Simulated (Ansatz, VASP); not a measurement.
**Two plane-wave programs on La2HfO2**

```
CELL_PARAMETERS angstrom
5.46933 0.00000 0.00000
-2.73467 4.73658 0.00000
0.00000 0.00000 4.42718
ATOMIC_POSITIONS crystal
La 0.33333 0.66667 0.50000
La 0.66667 0.33333 0.50000
Hf 0.00000 0.00000 0.00000
O 0.33333 0.66667 0.00000
O 0.66667 0.33333 0.00000
```

Alike in both runs: functional PBE; k mesh 6 × 6 × 4; occupations gaussian, width 0.1 eV; no spin polarisation.

Ansatz relaxed the structure, and its values are those at the end. VASP's run is a single point on that final structure, the one shown.

|  | VASP | Ansatz |
| --- | --- | --- |
| version | VASP 6.6.1 | Ansatz 0.2.0 |
| potentials or method | VASP PAW PBE potentials, release 64 (La, Hf_pv, O), cutoff 520 eV | scalar-relativistic, plane waves, PAW |
| valence electrons in the cell | 44 | 60 |

|  | VASP | Ansatz | Ansatz less VASP |
| --- | --- | --- | --- |
| gap on the k mesh at the Fermi level (eV) | none | none | - |
| pressure (GPa) | -0.1 | 0.1 | +0.19 |

A gap of «none» marks a metal or a gap that the smearing closes. With one functional, cell and mesh, what is left measures potentials, basis and numerics. VASP's potentials hold 44 valence electrons a cell and Ansatz's 60, so a difference there can come from the potentials and not from the codes.

Neither program's run includes spin-orbit coupling.
